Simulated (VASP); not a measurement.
**Cu3P2: single point with PBE**

Crystal: Cu3P2.

```
Cu P
1.0
     1.96634    1.13527    5.44268
    -1.96634    1.13527    5.44268
     0.00000   -2.27054    5.44268
Cu P
3 2
Direct
  0.00000 0.00000 0.00000
  0.26150 0.26150 0.26150
  0.73850 0.73850 0.73850
  0.43188 0.43188 0.43188
  0.56812 0.56812 0.56812
```

```yaml
Program: VASP 6.6.1
Task: single point
Functional: PBE
Potentials_or_basis: VASP PAW PBE potentials, release 64 (Cu, P)
Cutoff: 520 eV
k_mesh: 12 × 12 × 12
Occupations: gaussian, width 0.1 eV
Spin: no spin polarisation
Dipole_correction: no
Further_INCAR_settings: ALGO = Normal; EDIFF = 1e-06; NBANDS = 30
```

| Property | Result |
| --- | --- |
| Pressure | 0.2 GPa |
| Largest force | 0.048 eV/Å |
| Band gap on the k mesh | zero (an odd number of electrons rules out a gap without spin polarisation) |

Forces on the atoms (eV/Å):
```
Cu   0.000  0.000  0.000
Cu   0.000  0.000 -0.011
Cu   0.000  0.000  0.011
P    0.000  0.000  0.048
P    0.000  0.000 -0.048
```

Stress tensor (GPa, compression positive):
```
 0.39  0.00  0.00
 0.00  0.39  0.00
 0.00  0.00 -0.28
```

Levels at points of the mesh, in eV from the Fermi level:
| k point | band 20 | band 21 | band 22 | band 23 | band 24 | band 25 |
| --- | --- | --- | --- | --- | --- | --- |
| (0.00, 0.00, 0.00) | -0.12 | 1.34 | 1.34 | 1.76 | 2.29 | 3.98 |
| (0.50, 0.00, 0.00) | -2.25 | -1.78 | -0.68 | 1.14 | 2.49 | 2.77 |
| (0.50, 0.50, 0.00) | -2.24 | -0.86 | 0.09 | 0.72 | 1.62 | 4.75 |
| (0.50, 0.50, 0.50) | -0.04 | -0.04 | 1.15 | 1.61 | 1.61 | 3.58 |

It took 16 min on 1 thread of Intel(R) Xeon(R) Platinum 8259CL CPU @ 2.50GHz (Skylake/Cascade Lake) (shared host), peak memory 0.55 GiB.
